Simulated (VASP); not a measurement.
Input of a VASP 6.6.1 run:

Contents of INCAR:

```
SYSTEM = LiNbO3
  ALGO = Normal
  EDIFF = 1E-6
  ENCUT = 520
  GGA = CA
  ISIF = 2
  ISMEAR = 0
  LASPH = .TRUE.
  LCHARG = .FALSE.
  LREAL = .FALSE.
  LWAVE = .FALSE.
  NBANDS = 45
  NELM = 60
  PREC = Accurate
  SIGMA = 0.01
```

Contents of KPOINTS:

```
k-points
0
G
  5 5 5
  0 0 0
```

The input POSCAR:

```
LiNbO3
1.0
    2.6270998535      1.5167568076      4.6253000000
   -2.6270998535      1.5167568076      4.6253000000
    0.0000000000     -3.0335136152      4.6253000000
Li Nb O
2 2 6
Direct
    0.2995028222      0.2995028222      0.2995028222
    0.7995028222      0.7995028222      0.7995028222
    0.0145316202      0.0145316202      0.0145316202
    0.5145316202      0.5145316202      0.5145316202
    0.1406445497      0.3591733685      0.7363476395
    0.7363476395      0.1406445497      0.3591733685
    0.3591733685      0.7363476395      0.1406445497
    0.2363476395      0.8591733685      0.6406445497
    0.8591733685      0.6406445497      0.2363476395
    0.6406445497      0.2363476395      0.8591733685
```

Potentials or basis: VASP PAW LDA potentials, release 64 (Li_sv, Nb_sv, O).

Command:

```console
$ cat potpaw_LDA.64/Li_sv/POTCAR potpaw_LDA.64/Nb_sv/POTCAR potpaw_LDA.64/O/POTCAR > POTCAR
$ mpirun -np 1 vasp_std > vasp.out
```

**Question.** Predict the band gap on the k mesh.

**Answer.** 3.36 eV, direct.

**Question.** What does it give for the largest force?

**Answer.** 0.063 eV/Å.

Forces in eV/Å, atoms in the order of the input:
```
Li   0.000  0.000 -0.003
Li   0.000  0.000 -0.003
Nb   0.000  0.000 -0.063
Nb   0.000  0.000 -0.063
O   -0.013  0.033  0.022
O   -0.022 -0.028  0.022
O    0.035 -0.005  0.022
O   -0.035 -0.005  0.022
O    0.013  0.033  0.022
O    0.022 -0.028  0.022
```

 A hybrid or GW would open this gap; LDA tends to underestimate it.
